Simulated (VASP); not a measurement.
Input of a VASP 6.6.1 run:

File INCAR:

```
SYSTEM = Ba
PREC = Accurate ; ENCUT = 520
EDIFF = 1E-6 ; ISMEAR = -1
SIGMA = 0.08 ; LREAL = .FALSE.
LASPH = .TRUE. ; NELM = 100
ALGO = Normal ; ISIF = 2
LWAVE = .FALSE. ; LCHARG = .FALSE.
GGA = PS ; NBANDS = 17
```

File KPOINTS:

```
regular mesh
0
G
  10 10 6
  0 0 0
```

The input POSCAR:

```
Ba
1.0
    3.7846754642      0.0000000000      0.0000000000
   -1.8923377322      3.2776250971      0.0000000000
    0.0000000000      0.0000000000      5.6173554573
Ba
2
Direct
    0.3333333333      0.6666666667      0.2500000000
    0.6666666667      0.3333333333      0.7500000000
```

Potentials or basis: VASP PAW PBE potentials, release 64 (Ba_sv).

The run is started by

```console
$ cat potpaw_PBE.64/Ba_sv/POTCAR > POTCAR
$ mpirun -np 1 vasp_std > vasp.out
```

Task: Estimate the pressure.

Result: 8.4 GPa.

Task: What does it give for the band gap on the k mesh?

Result: Zero (bands 10 and 11 overlap by 0.84 eV).

Stress tensor (GPa, compression positive):
```
8.14 0.00 0.00
0.00 8.14 0.00
0.00 0.00 8.83
```

Caveat: the cell stands under pressure; the PAW data sets were made with another functional, which shifts forces and pressure a little; spin-orbit coupling is left out, which moves the levels of the heavy elements.
